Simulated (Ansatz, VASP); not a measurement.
CaS: VASP beside Ansatz

The input INCAR:

```
  PREC = Accurate
  ENCUT = 500
  EDIFF = 1E-6
  ISMEAR = -1
  SIGMA = 0.01
  LREAL = False
  LASPH = True
  NELM = 120
  ALGO = Normal
  ISIF = 2
  LWAVE = False
  LCHARG = True
  GGA = PE
  LELF = True
  LVHAR = True
  NBANDS = 15
  GGA_COMPAT = False
```

The input KPOINTS:

```
regular mesh
0
Gamma
  7 7 7
```

Contents of POSCAR:

```
CaS
1.0
    0.0284300000      2.8430000000      2.8430000000
    2.8430000000      0.0284300000      2.8430000000
    2.8714300000      2.8714300000      0.0000000000
Ca S
1 1
Direct
    0.0000000000      0.0000000000      0.0000000000
    0.5000000000      0.5000000000      0.5000000000
```

Input for Ansatz:

```yaml
crystal:
  lattice:
    - [0.02843, 2.843, 2.843]
    - [2.843, 0.02843, 2.843]
    - [2.87143, 2.87143, 0.0]
  atoms:
    - { symbol: Ca, position: [0.0, 0.0, 0.0] }
    - { symbol: S, position: [0.5, 0.5, 0.5] }
kpoints:
  mp_grid: { grid: [7, 7, 7] }
scf:
  occupations: { method: fermi_dirac, width: 0.01 }
hamiltonian:
  xc: pbe
  pseudopotentials: { kind: all_electron, lapw: { basis_error: 0.00025 } }
output:
  forces: true
  stress: true
  eigenvalues: true
```

Change from the starting cell: xy shear strain of +2 %.

Alike in both runs: task single point; functional PBE; k mesh 7 × 7 × 7; occupations fermi-dirac, width 0.01 eV; no spin polarisation.

```csv
,VASP,Ansatz
version,VASP 6.6.1,Ansatz 0.2.0
potentials or method,"VASP PAW PBE potentials, release 64 (Ca_sv, S), cutoff 500 eV","all-electron LAPW, scalar-relativistic"
```

VASP gave:

* gap on the k mesh at the Fermi level (eV): 2.36
* pressure (GPa): 1.0
* traceless stress, the component that is largest in VASP (GPa): -0.67

Q: Estimate Ansatz's values.

A: gap on the k mesh at the Fermi level (eV): 2.36; pressure (GPa): 0.8; traceless stress, the component that is largest in VASP (GPa): -0.68.

Ansatz ran all-electron here, and VASP with PAW potentials.
